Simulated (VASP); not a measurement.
# C (P6_3/mmc) in VASP: a series of runs, part 2 of 2

VASP 6.6.1. The steps go on from the part before.

### 4 Single point, LDA (strained cell)

INCAR reads:

```
SYSTEM = C
ALGO = Normal
EDIFF = 1E-7
ENCUT = 520
GGA = CA
ISIF = 2
ISMEAR = 0
LASPH = .TRUE.
LCHARG = .TRUE.
LELF = .TRUE.
LREAL = .FALSE.
LVHAR = .TRUE.
LWAVE = .FALSE.
NBANDS = 16
NELM = 80
PREC = Accurate
SIGMA = 0.02
```

KPOINTS reads:

```
k-points
0
G
  9 9 6
  0 0 0
```

POSCAR reads:

```
C
1.0
    2.4823635744      0.0000000000      0.0000000000
   -1.2411817872      2.1497899169      0.0000000000
    0.0000000000      0.0000000000      4.1979202822
C
4
Direct
    0.3333333333      0.6666666667     -0.0002181980
    0.6666666667      0.3333333333      0.4997818020
    0.3333333333      0.6666666667      0.3742181980
    0.6666666667      0.3333333333      0.8742181980
```

Potentials or basis: VASP PAW LDA potentials, release 64 (C).

Command:

```bash
$ cat potpaw_LDA.64/C/POTCAR > POTCAR
$ mpirun -np 1 vasp_std > vasp.out
```

OUTCAR:

```text
SYSTEM = C
   EDIFF = 1E-7
   ENCUT = 520
   GGA = CA
   ISIF = 2
   ISMEAR = 0
   LASPH = .TRUE.
   LREAL = .FALSE.
   NELM = 80
   PREC = Accurate

 ion  position               nearest neighbor table
   1  0.333  0.667  1.000-   4 1.53   4 1.53   4 1.53   3 1.57
   2  0.667  0.333  0.500-   3 1.53   3 1.53   3 1.53   4 1.57
   3  0.333  0.667  0.374-   2 1.53   2 1.53   2 1.53   1 1.57
   4  0.667  0.333  0.874-   1 1.53   1 1.53   1 1.53   2 1.57

  LATTYP: Found a hexagonal cell.
 ALAT       =     2.4823635744
 C/A-ratio  =     1.6910980831

  Lattice vectors:

 A1 = (   2.4823635744,   0.0000000000,   0.0000000000)
 A2 = (  -1.2411817872,   2.1497899169,   0.0000000000)
 A3 = (   0.0000000000,   0.0000000000,   4.1979202822)

Analysis of symmetry for initial positions (statically):
=====================================================================
 Subroutine PRICEL returns:
 Original cell was already a primitive cell.

 Routine SETGRP: Setting up the symmetry group for a
 hexagonal supercell.

[... 172 lines left out ...]
 E-fermi :  10.3458     XC(G=0): -13.5561

 val. band max:       10.1915237935   @ k =   0.0000   0.0000   0.0000
 cond. band min:      13.2417782439   @ k =   0.3333   0.3333   0.0000
 fundamental gap:      3.0502544504
 Fermi energy:        10.3458048492

 k-point     1 :       0.0000    0.0000    0.0000
  band No.  band energies     occupation
      1     -11.6018      2.00000
      2      -6.1218      2.00000
      3      -3.6065      2.00000
      4       7.2499      2.00000
      5       7.2499      2.00000
      6       9.6900      2.00000
[... 433 lines left out ...]
      3      -0.9071      2.00000
      4      -0.2986      2.00000
      5      -0.2986      2.00000
      6       2.4893      2.00000
[... 8 lines left out ...]
     15      25.9929      0.00000
     16      25.9929      0.00000

 [... further k-points ...]

------------------------ aborting loop because EDIFF is reached ----------------------------------------

  FORCE on cell =-STRESS in cart. coord.  units (eV):
  Direction    XX          YY          ZZ          XY          YZ          ZX
  --------------------------------------------------------------------------------------
  -------------------------------------------------------------------------------------
  Total        0.2505867      0.2505867     -2.5247300      0.0000000     -0.0000000      0.0000000
  in kB       17.9214405     17.9214405   -180.5634845      0.0000000     -0.0000000      0.0000000
  external PRESSURE =     -48.2402012 kB  Pullay stress =       0.0000000 kB

 VOLUME and BASIS-vectors are now :
 -----------------------------------------------------------------------------
  energy-cutoff  :      520.00
  volume of cell :       22.40
      direct lattice vectors                 reciprocal lattice vectors
     2.482363574  0.000000000  0.000000000     0.402841876  0.232580866  0.000000000
    -1.241181787  2.149789917  0.000000000     0.000000000  0.465161731  0.000000000
     0.000000000  0.000000000  4.197920282     0.000000000  0.000000000  0.238213194

 POSITION                                       TOTAL-FORCE (eV/Angst)
 -----------------------------------------------------------------------------------
     -0.00000      1.43319      4.19700        -0.000000      0.000000      0.012972
      1.24118      0.71660      2.09804        -0.000000     -0.000000      0.012972
     -0.00000      1.43319      1.57094        -0.000000      0.000000     -0.012972
      1.24118      0.71660      3.66990         0.000000     -0.000000     -0.012972
 -----------------------------------------------------------------------------------
    total drift:                               -0.000000      0.000000      0.000008

  FREE ENERGIE OF THE ION-ELECTRON SYSTEM (eV)
  ---------------------------------------------------
  free  energy   TOTEN  =       -40.3730114254 eV

  energy  without entropy=      -40.3730114254  energy(sigma->0) =      -40.37301143
```

OSZICAR:

```text
N       E                     dE             d eps       ncg     rms          rms(c)
DAV:   1     0.148898665206E+02    0.14890E+02   -0.83024E+03  1536   0.968E+02
DAV:   2    -0.403280465347E+02   -0.55218E+02   -0.50891E+02  2128   0.186E+02
DAV:   3    -0.420401052081E+02   -0.17121E+01   -0.17081E+01  1864   0.281E+01
DAV:   4    -0.420466779998E+02   -0.65728E-02   -0.65720E-02  1904   0.221E+00
DAV:   5    -0.420467115706E+02   -0.33571E-04   -0.33568E-04  1848   0.138E-01    0.819E+00
DAV:   6    -0.408061396894E+02    0.12406E+01   -0.79315E-01  1752   0.551E+00    0.475E+00
DAV:   7    -0.403739857634E+02    0.43215E+00   -0.89570E-01  1928   0.600E+00    0.103E+00
DAV:   8    -0.403730441861E+02    0.94158E-03   -0.17867E-02  1616   0.918E-01    0.509E-02
DAV:   9    -0.403730080345E+02    0.36152E-04   -0.11193E-04  1952   0.826E-02    0.294E-02
DAV:  10    -0.403730116163E+02   -0.35819E-05   -0.64466E-06  1928   0.189E-02    0.808E-03
DAV:  11    -0.403730114368E+02    0.17949E-06   -0.56565E-07  2008   0.503E-03    0.585E-04
DAV:  12    -0.403730114254E+02    0.11453E-07   -0.63614E-09  1120   0.679E-04
   1 F= -.40373011E+02 E0= -.40373011E+02  d E =-.665769E-30
```

It took 5.5 s on 1 thread of Intel Xeon 6975P-C (Granite Rapids), shared host; peak memory 0.12 GiB.

Results:

* Free energy: -40.3730 eV
* Pressure: -4.8 GPa
* Largest force: 0.013 eV/Å
* Band gap on the k mesh: 3.05 eV, indirect (least direct gap 4.89 eV)

Forces in eV/Å, atoms in the order of the input:
```
C    0.000  0.000  0.013
C    0.000  0.000  0.013
C    0.000  0.000 -0.013
C    0.000  0.000 -0.013
```

Levels at points of the mesh, in eV from the valence-band top:
```
           k point  band 6  band 7  band 8  band 9  band 10  band 11
(0.00, 0.00, 0.00)   -0.50    0.00    0.00    4.89     5.14     5.14
(0.00, 0.00, 0.50)   -1.75   -1.75   -1.75    7.35     7.35     7.35
```

Caveat: the cell differs from its parent crystal (strained cell). A k mesh can miss the band edges.

### 5 Single point, LDA (strained cell)

INCAR reads:

```
ALGO = Normal ; EDIFF = 1E-6
ENCUT = 520 ; ISIF = 2
ISMEAR = 0 ; LASPH = T
LCHARG = F ; LREAL = F
LWAVE = F ; NBANDS = 16
NELM = 60 ; PREC = Accurate
SIGMA = 0.02
```

KPOINTS reads:

```
k-points
0
Gamma
  9 9 6
```

POSCAR, as its differences from that of step 4:

```diff
@@ -2,4 +2,4 @@
 1.0
-    2.4823635744      0.0000000000      0.0000000000
-   -1.2411817872      2.1497899169      0.0000000000
+    2.4825110139      0.0000000000      0.0000000000
+   -1.2412555070      2.1499176032      0.0000000000
     0.0000000000      0.0000000000      4.1979202822
```

Command:

```bash
$ cat potpaw_LDA.64/C/POTCAR > POTCAR
$ mpirun -np 1 vasp_std > vasp.out
```

Wall time 5 s (1 thread of Intel Xeon 6975P-C (Granite Rapids), shared host); peak memory 0.12 GiB.

Results (log left out):

```yaml
Free_energy: -40.3730 eV
Pressure: -4.9 GPa
Largest_force: 0.013 eV/Å
Band_gap_on_the_k_mesh: 3.05 eV, indirect (least direct gap 4.90 eV)
```

Forces in eV/Å, atoms in the order of the input:
```
C    0.000  0.000  0.013
C    0.000  0.000  0.013
C    0.000  0.000 -0.013
C    0.000  0.000 -0.013
```

Stress tensor (GPa, compression positive):
```
  1.71   0.00   0.00
  0.00   1.71   0.00
  0.00   0.00 -18.06
```

Levels at points of the mesh, in eV from the valence-band top:
```tsv
k point	band 6	band 7	band 8	band 9	band 10	band 11
(0.00, 0.00, 0.00)	-0.50	0.00	0.00	4.90	5.14	5.14
(0.00, 0.00, 0.50)	-1.75	-1.75	-1.75	7.34	7.34	7.34
```

Caveat: the cell differs from its parent crystal (strained cell).

### 6 Single point, LDA

This run uses another cell than the first one, of 5.60 Å³/atom, 1.007 times its volume.

INCAR reads:

```
  PREC = Accurate
  ENCUT = 520
  EDIFF = 1E-7
  ISMEAR = 0
  SIGMA = 0.01
  LREAL = F
  LASPH = T
  NELM = 60
  ALGO = Normal
  ISIF = 2
  LWAVE = F
  LCHARG = F
  NBANDS = 16
```

KPOINTS reads:

```
regular mesh
0
Gamma
  9 9 6
```

POSCAR is that of step 5.

Potentials or basis: VASP PAW LDA potentials, release 64 (C).

Command:

```bash
$ cat potpaw_LDA.64/C/POTCAR > POTCAR
$ mpirun -np 1 vasp_std > vasp.out
```

It took 5.3 s on 1 thread of Intel Xeon 6975P-C (Granite Rapids), shared host; peak memory 0.12 GiB.

Results (log left out):

- Free energy: -40.3730 eV
- Pressure: -4.9 GPa
- Largest force: 0.013 eV/Å
- Band gap on the k mesh: 3.05 eV, indirect (least direct gap 4.90 eV)

Forces on the atoms (eV/Å):
```
C    0.000  0.000  0.013
C    0.000  0.000  0.013
C    0.000  0.000 -0.013
C    0.000  0.000 -0.013
```

Stress tensor (GPa, compression positive):
```
  1.71   0.00   0.00
  0.00   1.71   0.00
  0.00   0.00 -18.06
```

Levels at points of the mesh, in eV from the valence-band top:
```tsv
k point	band 4	band 5	band 6	band 7	band 8	band 9	band 10	band 11	band 12	band 13
(0.00, 0.00, 0.00)	-2.94	-2.94	-0.50	0.00	0.00	4.90	5.14	5.14	8.86	9.55
(0.00, 0.00, 0.50)	-7.22	-1.75	-1.75	-1.75	-1.75	7.34	7.34	7.34	7.34	7.97
```

### 7 The runs side by side

| cell | smearing | gap on the mesh (eV) | pressure (GPa) | largest force (eV/Å) |
| --- | --- | --- | --- | --- |
| a = 2.474, b = 2.474, c = 4.198 Å, angles 90.0, 90.0, 120.0°, 4 atoms | gaussian 0.02 eV | 3.01 | -1.6 | 0.01 |
| a = 2.484, b = 2.484, c = 4.198 Å, angles 90.0, 90.0, 120.0°, 4 atoms | gaussian 0.02 eV | 3.05 | -5.3 | 0.01 |
| a = 2.482, b = 2.482, c = 4.198 Å, angles 90.0, 90.0, 120.0°, 4 atoms | gaussian 0.02 eV | 3.05 | -4.8 | 0.01 |
| a = 2.483, b = 2.483, c = 4.198 Å, angles 90.0, 90.0, 120.0°, 4 atoms | gaussian 0.02 eV | 3.05 | -4.9 | 0.01 |
| a = 2.483, b = 2.483, c = 4.198 Å, angles 90.0, 90.0, 120.0°, 4 atoms | gaussian 0.01 eV | 3.05 | -4.9 | 0.01 |

Alike in all rows: task single point; level LDA; potentials or basis VASP PAW LDA potentials, release 64 (C); no spin polarisation; k mesh 9 × 9 × 6; cutoff (eV) 520.

Absolute energies hang on the potentials; compare differences alone.
